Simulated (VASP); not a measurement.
# Al2Cu: single point with PBE

The system is Al2Cu.

```
CELL_PARAMETERS angstrom
-2.06842 2.06842 2.82403
2.06842 -2.06842 2.82403
2.06842 2.06842 -2.82403
ATOMIC_POSITIONS crystal
Al 0.75000 0.25000 0.50000
Al 0.25000 0.75000 0.50000
Cu 0.50000 0.50000 0.00000
```

This cell differs from its parent crystal: strain +e along x and -e along y +0.0000, strain +e along z and -e/2 along x and y -0.0233.

```json
{
  "Program": "VASP 6.6.1",
  "Task": "single point",
  "Functional": "PBE",
  "Potentials or basis": "VASP PAW PBE potentials, release 64 (Al, Cu)",
  "Cutoff": "520 eV",
  "k mesh": "14 × 14 × 14",
  "Occupations": "gaussian, width 0.15 eV",
  "Spin": "no spin polarisation"
}
```

The pressure is 0.3 GPa and the band gap on the k mesh is zero (an odd number of electrons rules out a gap without spin polarisation).

Stress tensor (GPa, compression positive):
```
-0.86  0.00  0.00
 0.00 -0.86  0.00
 0.00  0.00  2.53
```

Levels at points of the mesh, in eV from the Fermi level:
| k point | band 7 | band 8 | band 9 | band 10 | band 11 | band 12 |
| --- | --- | --- | --- | --- | --- | --- |
| (0.00, 0.00, 0.00) | 2.59 | 2.84 | 2.84 | 2.98 | 2.98 | 3.10 |
| (0.50, 0.00, 0.00) | -3.87 | 0.47 | 0.75 | 2.79 | 2.86 | 3.80 |
| (0.50, 0.50, 0.00) | -3.70 | -2.00 | -1.74 | 0.40 | 1.63 | 8.91 |
| (0.50, 0.50, 0.50) | -3.61 | -2.10 | -2.10 | -0.01 | 1.42 | 8.98 |

Wall time 120 s on 1 thread of Intel(R) Xeon(R) 6975P-C (Granite Rapids), on a shared host, peak memory 0.29 GiB.

Caveat: the cell differs from its parent crystal (strain +e along x and -e along y +0.0000, strain +e along z and -e/2 along x and y -0.0233).
